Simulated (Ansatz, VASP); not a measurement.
One calculation of CuSi16, two programs

```
Si Cu
1.0
     0.00000    5.43000    5.43000
     5.43000    0.00000    5.43000
     5.43000    5.43000    0.00000
Si Cu
16 1
Direct
  0.99522 0.99572 0.00396
  0.11500 0.11548 0.13661
  0.00582 0.00626 0.50650
  0.12972 0.13016 0.63040
  0.98156 0.50288 0.00310
  0.11415 0.62266 0.12289
  0.99521 0.50370 0.49596
  0.11499 0.63638 0.61570
  0.50236 0.98208 0.00302
  0.62216 0.11462 0.12284
  0.50325 0.99566 0.49592
  0.63594 0.11542 0.61565
  0.48765 0.48813 0.98837
  0.61154 0.61203 0.11227
  0.50234 0.50277 0.48232
  0.62215 0.62260 0.61486
  0.30848 0.30885 0.80906
```

Alike in both runs: functional LDA; k mesh 2 × 2 × 2; occupations fermi-dirac, width 0.02 eV; collinear spin.

Ansatz relaxed the structure, and its values are those at the end. VASP's run is a single point on that final structure, the one shown.

|  | VASP | Ansatz |
| --- | --- | --- |
| version | VASP 6.6.1 | Ansatz 0.2.0 |
| potentials or method | VASP PAW LDA potentials, release 64 (Si, Cu), cutoff 520 eV | scalar-relativistic, plane waves, PAW |
| valence electrons in the cell | 75 | 83 |

```csv
,VASP,Ansatz,Ansatz less VASP
rms of the force components (eV/Å),0.006,0.004,-0.0018
net moment per atom (μB),0.00,0.00,0.000
```

Ansatz warns that its potentials were made for another functional, while VASP's fit it. LDA's correlation is that of Perdew and Zunger in VASP and of Perdew and Wang (1992) in Ansatz. VASP's potentials hold 75 valence electrons a cell and Ansatz's 83, so a difference there can come from the potentials and not from the codes. Ansatz's warnings: seeded moment not kept.

The k mesh is coarse, so the values compare programs but aren't converged.
